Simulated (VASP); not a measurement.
# GdN (Fm-3m) in VASP: electric field gradients with PBE+U

Aim: the electric field gradients of GdN with PBE+U.

Program: VASP 6.6.1. These are calculated values, not measurements. Logs are shortened: lines on timing, memory, paths and dates and some standing lists are left out, and cuts for length are marked.

## 1. The cell of the first run

It takes space group Fm-3m (No. 225, cubic). The conventional cell has a = 5.002 Å, b = 5.002 Å, c = 5.002 Å, α = 90.00°, β = 90.00°, γ = 90.00°. Within 3.3 Å of Gd (site symmetry m-3m) lie 6 N at 2.50 Å. Within 3.3 Å of N (site symmetry m-3m) lie 6 Gd at 2.50 Å.

## 2. Electric field gradients, PBE+U, collinear spin, ferromagnetic start

INCAR reads:

```
SYSTEM = GdN
PREC     = Accurate       ! precision mode
ENCUT    = 520            ! plane-wave cutoff, eV
EDIFF    = 1E-8           ! SCF threshold, eV
ISMEAR   = 0              ! smearing method
SIGMA    = 0.05           ! smearing width, eV
LREAL    = .FALSE.        ! projectors in reciprocal space
LASPH    = .TRUE.         ! aspherical terms in the spheres
NELM     = 150            ! most SCF steps
ALGO     = Normal         ! electronic algorithm
ISIF     = 2              ! what is computed and relaxed
LWAVE    = .FALSE.        ! write WAVECAR
LCHARG   = .FALSE.        ! write CHGCAR
ISPIN    = 2              ! spin polarisation
MAGMOM   = 7.63 0         ! initial moments
LORBIT   = 11             ! projections on sites
LMAXMIX  = 6              ! l up to which the mixer works
LDAU     = .TRUE.         ! DFT+U
LDAUTYPE = 2            
LDAUL    = 3 -1           ! shell
LDAUU    = 6 0            ! U, eV
LDAUJ    = 0 0          
LDAUPRINT= 1            
GGA      = PE             ! functional
LEFG     = .TRUE.       
NBANDS   = 22             ! bands
```

KPOINTS reads:

```
regular mesh
0
G
  10 10 10
  0 0 0
```

POSCAR reads:

```
GdN
1.0
    0.0000000000      2.5010138454      2.5010138454
    2.5010138454      0.0000000000      2.5010138454
    2.5010138454      2.5010138454      0.0000000000
Gd N
1 1
Direct
    0.0000000000      0.0000000000      0.0000000000
    0.5000000000      0.5000000000      0.5000000000
```

Potentials or basis: VASP PAW PBE potentials, release 64 (Gd, N).

Started as:

```
cat potpaw_PBE.64/Gd/POTCAR potpaw_PBE.64/N/POTCAR > POTCAR
mpirun -np 1 vasp_std > vasp.out
```

OUTCAR:

```text
SYSTEM = GdN
   PREC = Accurate
   ENCUT = 520
   EDIFF = 1E-8
   ISMEAR = 0
   LREAL = .FALSE.
   LASPH = .TRUE.
   NELM = 150
   ISIF = 2
   ISPIN = 2
   LORBIT = 11
   GGA = PE

 ion  position               nearest neighbor table
   1  0.000  0.000  0.000-   2 2.50   2 2.50   2 2.50   2 2.50   2 2.50   2 2.50
   2  0.500  0.500  0.500-   1 2.50   1 2.50   1 2.50   1 2.50   1 2.50   1 2.50

  LATTYP: Found a face centered cubic cell.
 ALAT       =     5.0020276908

  Lattice vectors:

 A1 = (   0.0000000000,   2.5010138454,   2.5010138454)
 A2 = (   2.5010138454,   0.0000000000,   2.5010138454)
 A3 = (   2.5010138454,   2.5010138454,   0.0000000000)

Analysis of symmetry for initial positions (statically):
=====================================================================
 Subroutine PRICEL returns:
 Original cell was already a primitive cell.

 Routine SETGRP: Setting up the symmetry group for a
 face centered cubic supercell.

 Subroutine GETGRP returns: Found 48 space group operations
 (whereof 48 operations were pure point group operations)
 out of a pool of 48 trial point group operations.

The static configuration has the point symmetry O_h .

Analysis of symmetry for dynamics (positions and initial velocities):
=====================================================================
 Subroutine PRICEL returns:
 Original cell was already a primitive cell.

 Routine SETGRP: Setting up the symmetry group for a
 face centered cubic supercell.

 Subroutine GETGRP returns: Found 48 space group operations
 (whereof 48 operations were pure point group operations)
 out of a pool of 48 trial point group operations.

The dynamic configuration has the point symmetry O_h .

Analysis of structural, dynamic, and magnetic symmetry:
=====================================================================
 Subroutine PRICEL returns:
 Original cell was already a primitive cell.

 Routine SETGRP: Setting up the symmetry group for a
[... 201 lines left out ...]

 val. band max:        3.6956850314   @ k =   0.1000   0.1000   0.0000
 cond. band min:       3.9338774681   @ k =   0.0000   0.0000   0.0000
 fundamental gap:      0.2381924366
 Fermi energy:         3.6966419315

 spin component 1

 k-point     1 :       0.0000    0.0000    0.0000
  band No.  band energies     occupation
      1     -39.9905      1.00000
      2     -16.9850      1.00000
      3     -16.9850      1.00000
      4     -16.9849      1.00000
      5      -9.0856      1.00000
      6      -2.5732      1.00000
[... 1193 lines left out ...]
     21      14.4963      0.00000
     22      17.9838      0.00000

 [... further k-points ...]

------------------------ aborting loop because EDIFF is reached ----------------------------------------

  FORCE on cell =-STRESS in cart. coord.  units (eV):
  Direction    XX          YY          ZZ          XY          YZ          ZX
  --------------------------------------------------------------------------------------
  -------------------------------------------------------------------------------------
  Total        0.0553102      0.0553102      0.0553102      0.0000000      0.0000000      0.0000000
  in kB        2.8322889      2.8322889      2.8322889      0.0000000      0.0000000      0.0000000
  external PRESSURE =       2.8322889 kB  Pullay stress =       0.0000000 kB

 VOLUME and BASIS-vectors are now :
 -----------------------------------------------------------------------------
  energy-cutoff  :      520.00
  volume of cell :       31.29
      direct lattice vectors                 reciprocal lattice vectors
     0.000000000  2.501013845  2.501013845    -0.199918925  0.199918925  0.199918925
     2.501013845  0.000000000  2.501013845     0.199918925 -0.199918925  0.199918925
     2.501013845  2.501013845  0.000000000     0.199918925  0.199918925 -0.199918925

 POSITION                                       TOTAL-FORCE (eV/Angst)
 -----------------------------------------------------------------------------------
      0.00000      0.00000      0.00000         0.000000      0.000000      0.000000
      2.50101      2.50101      2.50101        -0.000000     -0.000000     -0.000000
 -----------------------------------------------------------------------------------
    total drift:                                0.000000      0.000000      0.000000

  FREE ENERGIE OF THE ION-ELECTRON SYSTEM (eV)
  ---------------------------------------------------
  free  energy   TOTEN  =       -22.8124658812 eV

  energy  without entropy=      -22.8122857164  energy(sigma->0) =      -22.81237580

 Electric field gradients (V/A^2)
---------------------------------------------------------------------
 ion       V_xx      V_yy      V_zz      V_xy      V_xz      V_yz
---------------------------------------------------------------------
   1      -0.000     0.000    -0.000    -0.002    -0.002    -0.002
   2      -0.000    -0.000     0.000    -0.000    -0.000    -0.000
---------------------------------------------------------------------

 Electric field gradients after diagonalization (V/A^2)
 (convention: |V_zz| > |V_xx| > |V_yy|)
----------------------------------------------------------------------
 ion       V_xx      V_yy      V_zz     asymmetry (V_yy - V_xx)/ V_zz
----------------------------------------------------------------------
   1       0.002     0.002    -0.004       0.000
   2       0.000     0.000    -0.001       0.000
----------------------------------------------------------------------

           NMR quadrupolar parameters

 Cq : quadrupolar parameter    Cq=e*Q*V_zz/h
 eta: asymmetry parameters     (V_yy - V_xx)/ V_zz
 Q  : nuclear electric quadrupole moment in mb (millibarn)
----------------------------------------------------------------------
 ion       Cq(MHz)       eta       Q (mb)
----------------------------------------------------------------------
   1      -0.000       0.000       1.000
   2      -0.000       0.000       1.000
----------------------------------------------------------------------

 total charge

# of ion       s       p       d       f       tot
--------------------------------------------------
    1        2.035   5.667   0.537   6.972  15.211
    2        1.248   2.385   0.000   0.000   3.633
--------------------------------------------------
tot          3.283   8.052   0.537   6.972  18.844

 magnetization (x)

# of ion       s       p       d       f       tot
--------------------------------------------------
    1       -0.006  -0.086   0.071   6.893   6.872
    2       -0.009  -0.106   0.000   0.000  -0.114
--------------------------------------------------
tot         -0.015  -0.192   0.071   6.893   6.757
```

OSZICAR:

```text
N       E                     dE             d eps       ncg     rms          rms(c)
DAV:   1     0.141742571872E+03    0.14174E+03   -0.83193E+03  5686   0.564E+03
DAV:   2    -0.174724409239E+00   -0.14192E+03   -0.11972E+03  5672   0.476E+02
[... 12 lines left out ...]
DAV:  15    -0.228124642392E+02    0.30724E-05   -0.92931E-06  6936   0.336E-02    0.596E-02
DAV:  16    -0.228124651552E+02   -0.91604E-06   -0.19686E-06  6362   0.114E-02    0.342E-02
DAV:  17    -0.228124656368E+02   -0.48158E-06   -0.34559E-07  6806   0.144E-02    0.554E-03
DAV:  18    -0.228124658434E+02   -0.20654E-06   -0.72402E-08  6174   0.233E-03    0.801E-03
DAV:  19    -0.228124658846E+02   -0.41223E-07   -0.15385E-08  4228   0.325E-03    0.175E-03
DAV:  20    -0.228124658812E+02    0.33592E-08   -0.46339E-09  3182   0.976E-04
   1 F= -.22812466E+02 E0= -.22812376E+02  d E =-.180165E-03  mag=     7.0000
```

stdout:

```text
POSCAR found type information on POSCAR GdN
 POSCAR found :  2 types and       2 ions
 scaLAPACK will be used
 LDA part: xc-table for (Slater+PW92), standard interpolation
 POSCAR, INCAR and KPOINTS ok, starting setup
 FFT: planning ... GRIDC
 FFT: planning ... GRID_SOFT
 FFT: planning ... GRID
 WAVECAR not read
 entering main loop
ion   1

ion   2
```

Run time: 5.1 min. Hardware: 1 thread of Intel Xeon 8259CL, shared host; peak memory 0.22 GiB.

What came out:

```yaml
Free_energy: -22.8125 eV
Pressure: 0.3 GPa
Band_gap_on_the_k_mesh: zero (filled and empty bands overlap)
Net_moment: 7.00 μB per cell
Site_moments: Gd +6.87; N -0.11 μB
Largest_electric_field_gradient_by_atom: under 0.05 V/Å² on every atom
Valence_electrons_inside_the_program's_atomic_spheres: Gd 15.21; N 3.63
```

Levels at points of the mesh, in eV from the Fermi level:
Spin up:
| k point | band 12 | band 13 | band 14 | band 15 | band 16 | band 17 | band 18 | band 19 |
| --- | --- | --- | --- | --- | --- | --- | --- | --- |
| (0.00, 0.00, 0.00) | -6.05 | 0.24 | 0.24 | 0.24 | 2.65 | 2.65 | 2.65 | 3.34 |
| (0.50, 0.00, 0.00) | -6.01 | -4.14 | -2.33 | -2.33 | 5.26 | 5.97 | 5.97 | 6.64 |
| (0.50, 0.50, 0.00) | -6.09 | -1.25 | -0.27 | -0.15 | -0.15 | 6.59 | 6.62 | 7.65 |
Spin down:
```csv
k point,band 4,band 5,band 6,band 7,band 8,band 9,band 10,band 11,band 12,band 13
"(0.00, 0.00, 0.00)",-18.42,-12.84,-0.33,-0.33,-0.33,3.46,3.46,3.46,3.83,4.54
"(0.50, 0.00, 0.00)",-18.52,-10.94,-3.90,-2.25,-2.25,4.51,4.88,4.88,5.18,5.18
"(0.50, 0.50, 0.00)",-18.83,-12.54,-0.96,-0.42,-0.42,0.38,4.95,4.98,5.09,5.09
```

Eigenvalues of the final occupation matrices:
```tsv
site	spin	trace	eigenvalues
site 1 f	1	6.94	0.99 0.99 0.99 0.99 0.99 0.99 0.99
site 1 f	2	0.04	0.00 0.00 0.00 0.00 0.01 0.01 0.01
```

Caveat: spin-orbit coupling is left out, which moves the levels of the heavy elements; a cell with one magnetic atom can't hold antiferromagnetic order, which such compounds often take. The state reached can hang on the start; a lower one may exist.

The gap in the log of VASP goes by the Fermi energy; the results here count the filled bands.